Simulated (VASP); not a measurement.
A run of VASP 6.6.1 is set up as follows.

INCAR

```
PREC     = Accurate       # precision mode
ENCUT    = 600            # plane-wave cutoff, eV
EDIFF    = 1E-6           # SCF threshold, eV
ISMEAR   = 0              # smearing method
SIGMA    = 0.1            # smearing width, eV
LREAL    = False          # projectors in reciprocal space
LASPH    = True           # aspherical terms in the spheres
NELM     = 60             # most SCF steps
ALGO     = Normal         # electronic algorithm
ISIF     = 3              # what is computed and relaxed
LWAVE    = False          # write WAVECAR
LCHARG   = False          # write CHGCAR
IBRION   = 2              # ionic algorithm
NSW      = 100            # ionic steps
EDIFFG   = -0.005         # ionic threshold
```

Contents of KPOINTS:

```
Automatic mesh
0
Gamma
  18 18 18
```

The input POSCAR:

```
Pt
1.0
   -1.5534329679      1.5534329679      1.5534329679
    1.5534329679     -1.5534329679      1.5534329679
    1.5534329679      1.5534329679     -1.5534329679
Pt
1
Direct
    0.0000000000      0.0000000000      0.0000000000
```

Potentials or basis: VASP PAW LDA potentials, release 64 (Pt).

The run is started by

```bash
$ cat potpaw_LDA.64/Pt/POTCAR > POTCAR
$ mpirun -np 1 vasp_std > vasp.out
```

Question: What does it give for the band gap on the k mesh?

Answer: Zero (bands 5 and 6 overlap by 2.30 eV).

Question: Predict the space group after relaxing (to 0.1 Å).

Answer: Im-3m (No. 229).

Question: Estimate the relaxed cell.

Answer: a = 2.688 Å, b = 2.688 Å, c = 2.688 Å, α = 109.47°, β = 109.47°, γ = 109.47°.

Step by step:
```tsv
step	energy change (eV)	largest force (eV/Å)	pressure (GPa)	volume (Å³)
1	0.0000	0.0000	-0.80	14.99
2	0.0008	0.0000	2.47	14.83
3	-0.0001	0.0000	0.03	14.95
```

Caveat: spin-orbit coupling is left out, which moves the levels of the heavy elements.
